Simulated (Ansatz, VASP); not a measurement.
**CoW3 in VASP and in Ansatz**

INCAR

```
SYSTEM = CoW3
ALGO = Fast
EDIFF = 1E-6
ENCUT = 520
GGA = PS
ISIF = 2
ISMEAR = 0
LASPH = .TRUE.
LCHARG = .FALSE.
LREAL = .FALSE.
LWAVE = .FALSE.
NBANDS = 34
NELM = 80
PREC = Accurate
SIGMA = 0.15
```

The input KPOINTS:

```
k-points
0
G
  12 12 12
  0 0 0
```

The input POSCAR:

```
CoW3
1.0
    3.6653327280      0.0000000000      0.0000000000
    0.0000000000      3.6653327280      0.0000000000
    0.0000000000      0.0000000000      3.7617888524
Co W
1 3
Direct
    0.0000000000      0.0000000000      0.0000000000
    0.0000000000      0.5000000000      0.5000000000
    0.5000000000      0.0000000000      0.5000000000
    0.5000000000      0.5000000000      0.0000000000
```

Input for Ansatz:

```yaml
crystal:
  lattice:
    - [3.665332728, 0.0, 0.0]
    - [0.0, 3.665332728, 0.0]
    - [0.0, 0.0, 3.7617888524]
  atoms:
    - { symbol: Co, position: [0.0, 0.0, 0.0] }
    - { symbol: W, position: [0.0, 0.5, 0.5] }
    - { symbol: W, position: [0.5, 0.0, 0.5] }
    - { symbol: W, position: [0.5, 0.5, 0.0] }
basis:
  ecutwfc: 420
kpoints:
  mp_grid: { grid: [12, 12, 12] }
hamiltonian:
  xc: pbesol
scf:
  occupations: { method: gaussian, width: 0.15 }
output:
  forces: true
  stress: true
  eigenvalues: true
```

Change from the starting cell: strain -0.050 along x and y, -0.025 along z, atoms carried along.

Alike in both runs: task single point; functional PBEsol; k mesh 12 × 12 × 12; occupations gaussian, width 0.15 eV; no spin polarisation.

|  | VASP | Ansatz |
| --- | --- | --- |
| version | VASP 6.6.1 | Ansatz 0.2.0 |
| potentials or method | VASP PAW PBE potentials, release 64 (Co, W_sv), cutoff 520 eV | scalar-relativistic, plane waves, PAW |
| valence electrons in the cell | 51 | 59 |

|  | VASP | Ansatz | Ansatz less VASP |
| --- | --- | --- | --- |
| gap on the k mesh at the Fermi level (eV) | none | none | - |
| pressure (GPa) | 51.5 | 50.0 | -1.48 |
| traceless stress, the component that is largest in VASP (GPa) | -1.34 | -1.38 | -0.041 |

VASP's potentials were made for PBE, not for PBEsol. A gap of «none» marks a metal or a gap that the smearing closes. Both programs put the cell under a high pressure, so it lies far from rest at this level. VASP's potentials hold 51 valence electrons a cell and Ansatz's 59, so a difference there can come from the potentials and not from the codes.

Neither program's run includes spin-orbit coupling.
